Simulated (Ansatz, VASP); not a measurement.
# Zr3NbTe2 in VASP and in Ansatz

```
CELL_PARAMETERS angstrom
6.13397 0.00000 0.00000
-3.06698 5.31217 0.00000
0.00000 0.00000 4.72912
ATOMIC_POSITIONS crystal
Zr 0.00000 0.50000 0.00345
Zr 0.50000 0.00000 0.00345
Zr 0.50000 0.50000 0.00345
Nb 0.00000 0.00000 0.16559
Te 0.66667 0.33333 0.49703
Te 0.33333 0.66667 0.49703
```

Change from the starting cell: species swapped into the NaSn2Pd3 type (P6mm, No. 183).

Alike in both runs: functional PBE; k mesh 3 × 3 × 4; occupations gaussian, width 0.1 eV; no spin polarisation.

Ansatz relaxed the structure, and its values are those at the end. VASP's run is a single point on that final structure, the one shown.

|  | VASP | Ansatz |
| --- | --- | --- |
| version | VASP 6.6.1 | Ansatz 0.2.0 |
| potentials or method | VASP PAW PBE potentials, release 64 (Zr_sv, Nb_sv, Te), cutoff 520 eV | scalar-relativistic, plane waves, PAW |
| valence electrons in the cell | 61 | 81 |

Ansatz gave:

```
gap on the k mesh at the Fermi level (eV) : none
pressure (GPa)                            : 0.1
rms of the force components (eV/Å)        : 0.004
```

Task: What did VASP give for the same quantities?

Result: gap on the k mesh at the Fermi level (eV): none; pressure (GPa): 0.1; rms of the force components (eV/Å): 0.005.

A gap of «none» marks a metal or a gap that the smearing closes. With one functional, cell and mesh, what is left measures potentials, basis and numerics. VASP's potentials hold 61 valence electrons a cell and Ansatz's 81, so a difference there can come from the potentials and not from the codes.

The k mesh is coarse, so the values compare programs but aren't converged. Spin-orbit coupling is off throughout.
